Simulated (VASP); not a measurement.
# NdZrS2 (P6/mmm) in VASP: relaxation of cell and atoms with PBE

Aim: the relaxation of cell and atoms of NdZrS2 with PBE.

All numbers are computed with VASP 6.6.1; they aren't measurements. Logs are shortened: lines on timing, memory, paths and dates and some standing lists are left out, and cuts for length are marked.

## (1) The cell of the first run

The structure is hexagonal, space group P6/mmm (No. 191). The conventional cell has a = 4.716 Å, b = 4.716 Å, c = 5.838 Å, α = 90.00°, β = 90.00°, γ = 120.00°. Within 3.6 Å of Nd (site symmetry 6/mmm) lie 6 S at 2.72 Å and 2 Zr at 2.92 Å. Within 3.8 Å of Zr (site symmetry 6/mmm) lie 2 Nd at 2.92 Å. Within 3.6 Å of S (site symmetry -6m2) lie 3 S at 2.72 Å and 3 Nd at 2.72 Å.

The cell was generated, and may not be a known phase.

## (2) Relaxation of cell and atoms, PBE

INCAR reads:

```
SYSTEM = NdZrS2
ALGO = Normal
EDIFF = 1E-7
EDIFFG = -0.08
ENCUT = 500
GGA = PE
GGA_COMPAT = .FALSE.
IBRION = 2
ISIF = 3
ISMEAR = 0
LASPH = .TRUE.
LCHARG = .FALSE.
LMAXMIX = 6
LREAL = .FALSE.
LWAVE = .FALSE.
NELM = 200
NELMIN = 4
NSW = 36
PREC = Accurate
SIGMA = 0.2
```

KPOINTS reads:

```
k-points
0
G
  5 5 4
  0 0 0
```

POSCAR reads:

```
NdZrS2
1.0
    4.7161018200      0.0000000000      0.0000000000
   -2.3580509100      4.0842639800      0.0000000000
    0.0000000000      0.0000000000      5.8380508500
Nd Zr S
1 1 2
Direct
    0.0000000000      0.0000000000      0.5000000000
    0.0000000000      0.0000000000      0.0000000000
    0.3333333300      0.6666666700      0.5000000000
    0.6666666700      0.3333333300      0.5000000000
```

Potentials or basis: VASP PAW PBE potentials, release 64 (Nd_3, Zr_sv, S), 4f in core.

The run is started by

```
cat potpaw_PBE.64/Nd_3/POTCAR potpaw_PBE.64/Zr_sv/POTCAR potpaw_PBE.64/S/POTCAR > POTCAR
mpirun -np 1 vasp_std > vasp.out
```

OUTCAR:

```text
SYSTEM = NdZrS2
   EDIFF = 1E-7
   EDIFFG = -0.08
   ENCUT = 500
   GGA = PE
   IBRION = 2
   ISIF = 3
   ISMEAR = 0
   LASPH = .TRUE.
   LREAL = .FALSE.
   NELM = 200
   NELMIN = 4
   NSW = 36
   PREC = Accurate

 ion  position               nearest neighbor table
   1  0.000  0.000  0.500-   3 2.72   4 2.72   3 2.72   4 2.72   4 2.72   3 2.72   2 2.92   2 2.92

   2  0.000  0.000  0.000-   1 2.92   1 2.92
   3  0.333  0.667  0.500-   4 2.72   1 2.72   4 2.72   1 2.72   1 2.72   4 2.72
   4  0.667  0.333  0.500-   3 2.72   1 2.72   3 2.72   1 2.72   1 2.72   3 2.72

  LATTYP: Found a hexagonal cell.
 ALAT       =     4.7161018200
 C/A-ratio  =     1.2378975418

  Lattice vectors:

 A1 = (   4.7161018200,   0.0000000000,   0.0000000000)
 A2 = (  -2.3580509100,   4.0842639800,   0.0000000000)
 A3 = (   0.0000000000,   0.0000000000,   5.8380508500)

Analysis of symmetry for initial positions (statically):
=====================================================================
 Subroutine PRICEL returns:
 Original cell was already a primitive cell.

 Routine SETGRP: Setting up the symmetry group for a
 hexagonal supercell.

 Subroutine GETGRP returns: Found 24 space group operations
 (whereof 24 operations were pure point group operations)
 out of a pool of 24 trial point group operations.

The static configuration has the point symmetry D_6h.

Analysis of symmetry for dynamics (positions and initial velocities):
=====================================================================
 Subroutine PRICEL returns:
 Original cell was already a primitive cell.

 Routine SETGRP: Setting up the symmetry group for a
 hexagonal supercell.

 Subroutine GETGRP returns: Found 24 space group operations
 (whereof 24 operations were pure point group operations)
 out of a pool of 24 trial point group operations.

The dynamic configuration has the point symmetry D_6h.

 Subroutine INISYM returns: Found 24 space group operations
 (whereof 24 operations are pure point group operations),
 and found     1 'primitive' translations

----------------------------------------------------------------------------------------

                                     Primitive cell

  volume of cell :     112.4514

  direct lattice vectors                    reciprocal lattice vectors
     4.716101820  0.000000000  0.000000000     0.212039527  0.122421078  0.000000000
    -2.358050910  4.084263980  0.000000000     0.000000000  0.244842156  0.000000000
     0.000000000  0.000000000  5.838050850     0.000000000  0.000000000  0.171290046

  length of vectors
     4.716101820  4.716101817  5.838050850     0.244842156  0.244842156  0.171290046

  position of ions in fractional coordinates (direct lattice)
     0.000000000  0.000000000  0.500000000
[... 61 lines left out ...]
   NGXF,Y,Z  is equivalent  to a cutoff of  25.38, 25.38, 27.34 a.u.
 SYSTEM =  NdZrS2
   PREC   = accura    normal or accurate (medium, high low for compatibility)
   ISTART =      0    job   : 0-new  1-cont  2-samecut
   ICHARG =      2    charge: 1-file 2-atom 10-const
   ISPIN  =      1    spin polarized calculation?
   LNONCOLLINEAR =      F non collinear calculations
   LSORBIT =      F    spin-orbit coupling
   LASPH  =      T    aspherical Exc in radial PAW
   ENCUT  =  500.0 eV  36.75 Ry    6.06 a.u.   8.60  8.60 10.64*2*pi/ulx,y,z
   NELM   =    200;   NELMIN=  4; NELMDL= -5     # of ELM steps
   EDIFF  = 0.1E-06   stopping-criterion for ELM
   LREAL  =      F    real-space projection
   EDIFFG = -.8E-01   stopping-criterion for IOM
   NSW    =     36    number of steps for IOM
   IBRION =      2    ionic relax: 0-MD 1-quasi-New 2-CG
   NFREE  =      1    steps in history (QN), initial steepest desc. (CG)
   ISIF   =      3    stress and relaxation
   ISYM   =      2    0-nonsym 1-usesym 2-fastsym
   POTIM  = 0.5000    time-step for ionic-motion
   TEBEG  =    0.0;   TEEND  =   0.0 temperature during run
   PSTRESS=    0.0 pullay stress
   NELECT =      35.0000    total number of electrons
   NUPDOWN=      -1.0000    fix difference up-down
   EMIN   =  10.00;   EMAX   =-10.00  energy-range for DOS
   EFERMI =   0.00;   METHOD = LEGACY
   ISMEAR =     0;   SIGMA  =   0.20  broadening in eV -4-tet -1-fermi 0-gaus
   EFERMI_NEDOS =   21; number of points for ismear=-14 and -15
   IALGO  =     38    algorithm
   IMIX   =      4    mixing-type and parameters
     AMIX     =   0.40;   BMIX     =  1.00
     AMIX_MAG =   1.60;   BMIX_MAG =  1.00
  volume/ion in A,a.u.               =      28.11       189.71
  Fermi-wavevector in a.u.,A,eV,Ry     =   1.109454  2.096564 16.747245  1.230888
  Thomas-Fermi vector in A             =   2.245994
   LORBIT       =      0    0 simple, 1 ext, 2 COOP (PROOUT), +10 PAW based schemes
   GGA     = PE    functional components
   LHFCALC =     F    Hartree Fock is set to
   AEXX    =    0.0000 exact exchange contribution
   IVDW    =     0    specifies the selected vdW correction
   LEPSILON=     F    determine dielectric tensor
   LRPA    =     F    only Hartree local field effects (RPA)
 conjugate gradient relaxation of ions
 non-spin polarized calculation
 Gauss-broadening in eV      SIGMA  =   0.20
  energy-cutoff  :      500.00
  volume of cell :      112.45
 maximum number of plane-waves:      2867
 NGX is ok and might be reduce to    36
   NGX = 17   NGY = 17   NGZ = 21

--------------------------------------- Ionic step        1  -------------------------------------------

 number of electron      34.9999998 magnetization

 Free energy of the ion-electron system (eV)
  ---------------------------------------------------
  ext. energy  EPLUGINS =         0.00000000
  ---------------------------------------------------
  free energy    TOTEN  =       -18.77835851 eV

  energy without entropy =      -18.63606719  energy(sigma->0) =      -18.70721285

 E-fermi :   4.2196     XC(G=0):  -9.1891

 val. band max:        4.2189152933   @ k =   0.2000   0.0000   0.0000
 cond. band min:       4.2233242703   @ k =   0.2000   0.0000   0.0000
 fundamental gap:      0.0044089770
 Fermi energy:         4.2196413071

 k-point     1 :       0.0000    0.0000    0.0000
  band No.  band energies     occupation
      1     -45.9029      2.00000
      2     -32.3195      2.00000
      3     -24.0442      2.00000
      4     -24.0442      2.00000
      5     -23.7160      2.00000
      6     -13.7637      2.00000
[... 500 lines left out ...]
--------------------------------------- Ionic step        5  -------------------------------------------

 number of electron      34.9999999 magnetization

 Free energy of the ion-electron system (eV)
  ---------------------------------------------------
  ext. energy  EPLUGINS =         0.00000000
  ---------------------------------------------------
  free energy    TOTEN  =       -19.17512226 eV

  energy without entropy =      -19.03592249  energy(sigma->0) =      -19.10552237

 E-fermi :   3.1961     XC(G=0):  -8.6667

 val. band max:        3.1874706112   @ k =   0.4000   0.2000   0.0000
 cond. band min:       3.2371383820   @ k =   0.2000   0.2000   0.2500
 fundamental gap:      0.0496677708
 Fermi energy:         3.1960503497

 k-point     1 :       0.0000    0.0000    0.0000
  band No.  band energies     occupation
      1     -47.0134      2.00000
      2     -33.6001      2.00000
      3     -25.1800      2.00000
      4     -25.1800      2.00000
      5     -24.7719      2.00000
      6     -14.9931      2.00000
[... 380 lines left out ...]
  FREE ENERGIE OF THE ION-ELECTRON SYSTEM (eV)
  ---------------------------------------------------
  free  energy   TOTEN  =       -19.1751222559 eV

  energy  without entropy=      -19.0359224935  energy(sigma->0) =      -19.10552237

 reached required accuracy - stopping structural energy minimisation
```

CONTCAR:

```text
NdZrS2
   1.00000000000000
     4.9980181626895588   -0.0000000000000000   -0.0000000000000000
    -2.4990090813447794    4.3284106939815308    0.0000000000000000
     0.0000000000000000   -0.0000000000000000    5.8874327449903658
  Nd              Zr              S
     1     1     2
Direct
     1.0000000000000000    0.0000000000000000    0.5000000000000000
     0.0000000000000000    1.0000000000000000    0.0000000000000000
     0.3333333300000021    0.6666666699999979    0.5000000000000000
     0.6666666699999979    0.3333333300000021    0.5000000000000000

  0.00000000E+00  0.00000000E+00  0.00000000E+00
  0.00000000E+00  0.00000000E+00  0.00000000E+00
  0.00000000E+00  0.00000000E+00  0.00000000E+00
  0.00000000E+00  0.00000000E+00  0.00000000E+00
```

It took 2.5 min on 1 thread of AMD EPYC 9R45 (Zen 5), shared host; peak memory 0.24 GiB.

What came out:

```
Free energy                           : -19.1751 eV
Relaxed volume                        : 31.84 Å³/atom
Relaxed cell                          : a = 4.998 Å, b = 4.998 Å, c = 5.887 Å, α = 90.00°, β = 90.00°, γ = 120.00°
Space group after relaxing (to 0.1 Å) : P6/mmm (No. 191)
Energy gained by relaxing             : 99.2 meV/atom
Ionic steps                           : 5
Pressure after relaxing               : -0.2 GPa
Band gap on the k mesh                : zero (an odd number of electrons rules out a gap without spin polarisation)
```

Stress tensor (GPa, compression positive):
```
-0.09  0.00  0.00
 0.00 -0.09  0.00
 0.00  0.00 -0.35
```

Step by step:
| step | energy change (eV) | largest force (eV/Å) | pressure (GPa) | volume (Å³) |
| --- | --- | --- | --- | --- |
| 1 | 0.0000 | 0.0000 | 7.57 | 112.45 |
| 2 | -0.3211 | 0.0000 | -2.53 | 135.30 |
| 3 | -0.3951 | 0.0000 | -0.12 | 127.49 |
| 4 | -0.3950 | 0.0000 | -0.23 | 127.81 |
| 5 | -0.3968 | 0.0000 | -0.18 | 127.37 |

Final structure:
```xyz
4
Lattice="4.9980 0.0000 0.0000 -2.4990 4.3284 0.0000 0.0000 0.0000 5.8874" Properties=species:S:1:pos:R:3 pbc="T T T"
Nd    4.9980    0.0000    2.9437
Zr   -2.4990    4.3284    0.0000
S     0.0000    2.8856    2.9437
S     2.4990    1.4428    2.9437
```

Levels at points of the mesh, in eV from the Fermi level:
```csv
k point,band 16,band 17,band 18,band 19,band 20,band 21
"(0.00, 0.00, 0.00)",-0.50,-0.47,-0.47,0.10,0.10,0.35
"(0.00, 0.00, 0.50)",-0.17,0.16,0.19,0.19,0.91,0.91
```

Caveat: the highest band is partly filled, so the run has too few bands; spin-orbit coupling is left out, which moves the levels of the heavy elements; the 4f electrons are frozen in the core, so they carry no moment and show no levels; an odd number of electrons without spin polarisation forces a metal; a magnetic or distorted state may lie lower; the run has no spin polarisation, though such a crystal can be magnetic.

The gap in the log of VASP goes by the Fermi energy; the results here count the filled bands.